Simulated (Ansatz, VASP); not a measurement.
**Two plane-wave programs on H**

The input INCAR:

```
ALGO = Normal
EDIFF = 1E-7
ENCUT = 520
GGA = PE
ISIF = 2
ISMEAR = 0
LASPH = True
LCHARG = False
LREAL = False
LWAVE = False
NBANDS = 10
NELM = 60
PREC = Accurate
SIGMA = 0.02
```

The input KPOINTS:

```
k-points
0
Gamma
  8 8 4
```

File POSCAR:

```
H
1.0
    1.6485318600     -2.7316882300      0.0000000000
    1.6485318600      2.7316882300      0.0000000000
    0.0000000000      0.0000000000      6.3137686200
H
4
Direct
    0.5195980013      0.3994329843      1.0080455128
    0.4321915000      0.5678085000      0.0004850500
    0.4321915000      0.5678085000      0.4995149500
    0.5678085000      0.4321915000      0.5004850500
```

Input for Ansatz:

```yaml
crystal:
  lattice:
    - [1.64853186, -2.73168823, 0.0]
    - [1.64853186, 2.73168823, 0.0]
    - [0.0, 0.0, 6.31376862]
  atoms:
    - { symbol: H, position: [0.5195980013, 0.3994329843, 1.0080455128] }
    - { symbol: H, position: [0.4321915, 0.5678085, 0.00048505] }
    - { symbol: H, position: [0.4321915, 0.5678085, 0.49951495] }
    - { symbol: H, position: [0.5678085, 0.4321915, 0.50048505] }
basis:
  ecutwfc: 420
kpoints:
  mp_grid: { grid: [8, 8, 4] }
hamiltonian:
  xc: pbe
scf:
  occupations: { method: gaussian, width: 0.02 }
output:
  forces: true
  stress: true
  eigenvalues: true
```

Change from the starting cell: one atom moved.

Alike in both runs: task single point; functional PBE; k mesh 8 × 8 × 4; occupations gaussian, width 0.02 eV; no spin polarisation.

|  | VASP | Ansatz |
| --- | --- | --- |
| version | VASP 6.6.1 | Ansatz 0.2.0 |
| potentials or method | VASP PAW PBE potentials, release 64 (H), cutoff 520 eV | scalar-relativistic, plane waves, PAW |
| valence electrons in the cell | 4 | 4 |

Ansatz gave:

- gap on the k mesh at the Fermi level (eV): 8.49
- least direct gap on the mesh (eV): 8.50
- pressure (GPa): 1.4
- traceless stress, the component that is largest in VASP (GPa): 2.23
- rms of the force components (eV/Å): 0.602

Task: Estimate VASP's values.

Result: gap on the k mesh at the Fermi level (eV): 8.49; least direct gap on the mesh (eV): 8.50; pressure (GPa): 1.2; traceless stress, the component that is largest in VASP (GPa): 2.17; rms of the force components (eV/Å): 0.595.

Atom by atom the forces differ by 0.008 eV/Å (rms over components).
